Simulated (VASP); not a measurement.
Runs of VASP 6.6.1 on MnO. Symmetry: Fm-3m, No. 225, cubic system. The conventional cell has a = 4.444 Å, b = 4.444 Å, c = 4.444 Å, α = 90.00°, β = 90.00°, γ = 90.00°. Mn (site symmetry m-3m) has 6 O at 2.22 Å within 2.9 Å. O (site symmetry m-3m) has 6 Mn at 2.22 Å within 2.9 Å. 

| level | U | fixed moment (μB) | k mesh | cutoff (eV) | k mesh for the DOS | occupations for the DOS | pressure (GPa) | moment (μB) |
| --- | --- | --- | --- | --- | --- | --- | --- | --- |
| PBE+U | Mn d U = 8.0 eV | - | 10 × 10 × 10 | 700 | - | - | (b) | 5.00 |
| PBE+U | Mn d U = 4.0 eV | - | 10 × 10 × 10 | 520 | 15 × 15 × 15 | tetrahedron | - | 5.00 |
| PBE+U | Mn d U = 5.0 eV | - | 10 × 10 × 10 | 520 | 15 × 15 × 15 | tetrahedron | - | 5.00 |
| PBE | - | 3.0 | 9 × 9 × 9 | 700 | - | - | -23.9 | 3.00 |
| PBE | - | 1.0 | 9 × 9 × 9 | 700 | - | - | (a) | 1.00 |
| PBE+U | Mn d U = 1.0 eV | - | 10 × 10 × 10 | 520 | 15 × 15 × 15 | tetrahedron | - | 4.94 |
| PBE | - | 2.0 | 9 × 9 × 9 | 700 | - | - | -30.1 | 2.00 |
| PBE | - | 5.0 | 9 × 9 × 9 | 700 | - | - | 4.5 | 5.00 |

Alike in all rows: task single point; potentials or basis VASP PAW PBE potentials, release 64 (Mn_sv, O); spin collinear, ferromagnetic start; cell as given; smearing fermi-dirac 0.05 eV.

Task: Estimate the missing entries.

Result: (a) -25.5; (b) 8.0.

Caveats: a cell with one magnetic atom can't hold antiferromagnetic order, which such compounds often take; the total moment is fixed, so each spin has its own Fermi level and the state may be an excited one (at least some runs); the cell stands under tension (at least some runs); the cell stands under pressure (at least some runs).
